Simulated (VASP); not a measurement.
Write the native input for VASP 6.6.1 that does the following.

| Quantity | Value |
| --- | --- |
| Task | relaxation of volume and atoms at fixed shape |
| Functional | LDA |
| Potentials or basis | VASP PAW LDA potentials, release 64 (Au) |
| Cutoff | 600 eV |
| k mesh | 9 × 9 × 9 |
| Occupations | methfessel-paxton, width 0.05 eV |
| Spin | no spin polarisation |
| Dipole correction | no |
| Further INCAR settings | ALGO = Normal; EDIFF = 1e-07; IBRION = 2; EDIFFG = -0.01; NSW = 80; ISIF = 8 |

The structure of Au lies in POSCAR:

```
Au
1.0
    0.0000000000      2.0350000000      2.0350000000
    2.0350000000      0.0000000000      2.0350000000
    2.0350000000      2.0350000000      0.0000000000
Au
1
Direct
    0.0000000000      0.0000000000      0.0000000000
```

These files were run (other wordings do the same):

INCAR

```
SYSTEM = Au
PREC = Accurate
ENCUT = 600
EDIFF = 1E-7
ISMEAR = 1
SIGMA = 0.05
LREAL = .FALSE.
LASPH = .TRUE.
NELM = 100
ALGO = Normal
ISIF = 8
LWAVE = .FALSE.
LCHARG = .FALSE.
GGA = CA
IBRION = 2
NSW = 80
EDIFFG = -0.01
```

KPOINTS

```
Automatic mesh
0
G
  9 9 9
  0 0 0
```

Potentials or basis: VASP PAW LDA potentials, release 64 (Au).

Command:

```console
$ cat potpaw_LDA.64/Au/POTCAR > POTCAR
$ mpirun -np 1 vasp_std > vasp.out
```

It gave:

```yaml
Relaxed_volume: 16.63 Å³/atom
Relaxed_cell: a = 2.865 Å, b = 2.865 Å, c = 2.865 Å, α = 60.00°, β = 60.00°, γ = 60.00°
Space_group_after_relaxing_to_0.05_Å: Fm-3m (No. 225)
Energy_gained_by_relaxing: 1.9 meV/atom
Ionic_steps: 3
Pressure_after_relaxing: 0.0 GPa
```

It took 23 s on 1 thread of Intel Xeon 6975P-C, on a shared host, peak memory 0.13 GiB.
